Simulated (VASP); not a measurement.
Wanted: the native input for a VASP 6.6.1 run.

| Item | Value |
| --- | --- |
| Task | single point |
| Functional | PBE |
| Potentials or basis | VASP PAW PBE potentials, release 64 (Al, Cl) |
| Cutoff | 520 eV |
| k mesh | 9 × 9 × 1 |
| Occupations | gaussian, width 0.1 eV |
| Spin | no spin polarisation |
| Dipole correction | yes |
| Further INCAR settings | ALGO = Normal; EDIFF = 1e-06; NBANDS = 16 |

The structure of Al3Cl lies in POSCAR:

```
Al3Cl
1.0
    2.8567582918      0.0000000000      0.0000000000
   -1.4283791459      2.4740252532      0.0000000000
    0.0000000000      0.0000000000     20.1013782055
Al Cl
3 1
Direct
    0.6666666667      0.3333333333      0.1989913308
    0.3333333333      0.6666666667      0.3134471548
    0.0000000000      0.0000000000      0.4278999240
    0.0000000000      0.0000000000      0.5356261785
```

The input as run:

INCAR

```
PREC = Accurate
ENCUT = 520
EDIFF = 1E-6
ISMEAR = 0
SIGMA = 0.1
LREAL = F
LASPH = T
NELM = 60
ALGO = Normal
ISIF = 2
LWAVE = F
LCHARG = F
LDIPOL = T
IDIPOL = 3
DIPOL = 0.5 0.5 0.369
GGA = PE
NBANDS = 16
```

KPOINTS

```
regular mesh
0
Gamma
  9 9 1
```

Potentials or basis: VASP PAW PBE potentials, release 64 (Al, Cl).

Command:

```sh
$ cat potpaw_PBE.64/Al/POTCAR potpaw_PBE.64/Cl/POTCAR > POTCAR
$ mpirun -np 1 vasp_std > vasp.out
```

Results of the run:

```
Largest force          : 0.239 eV/Å
Band gap on the k mesh : zero (band 8 reaches 1.36 eV, above the bottom of band 9 at 0.07 eV)
```

Run time: 25 s on 1 thread of Intel(R) Xeon(R) 6975P-C (Granite Rapids), with other jobs on the host, peak memory 0.26 GiB.
